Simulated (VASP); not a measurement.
The system is Zn.

```xyz
1
Lattice="-1.5271 1.5617 1.5269 1.4865 -1.6588 1.5833 1.5658 1.6975 -1.6240" Properties=species:S:1:pos:R:3 pbc="T T T"
Zn   -0.0200    0.0572    0.0050
```

This cell differs from its parent crystal: the cell strained at random.

Base run:

| Item | Value |
| --- | --- |
| Program | VASP 6.6.1 |
| Functional | PBE |
| Potentials or basis | VASP PAW PBE potentials, release 64 (Zn) |
| Cutoff | 520 eV |
| k mesh | 12 × 12 × 12 |
| Occupations | fermi-dirac, width 0.05 eV |
| Spin | no spin polarisation |

Its results: band gap on the k mesh zero (band 6 reaches 6.28 eV, above the bottom of band 7 at 1.22 eV); pressure 0.2 GPa.

Question: The run is repeated on the same cell with these changes: functional from PBE to PBEsol; further incar settings from ALGO = Fast; EDIFF = 1e-07; NBANDS = 12 to ALGO = Fast; EDIFF = 1e-06; NBANDS = 12. What comes out?

Answer: Band gap on the k mesh zero (band 6 reaches 6.09 eV, above the bottom of band 7 at 1.05 eV); pressure -4.6 GPa.

Caveats: the PAW data sets were made with another functional, which shifts forces and pressure a little (some runs).
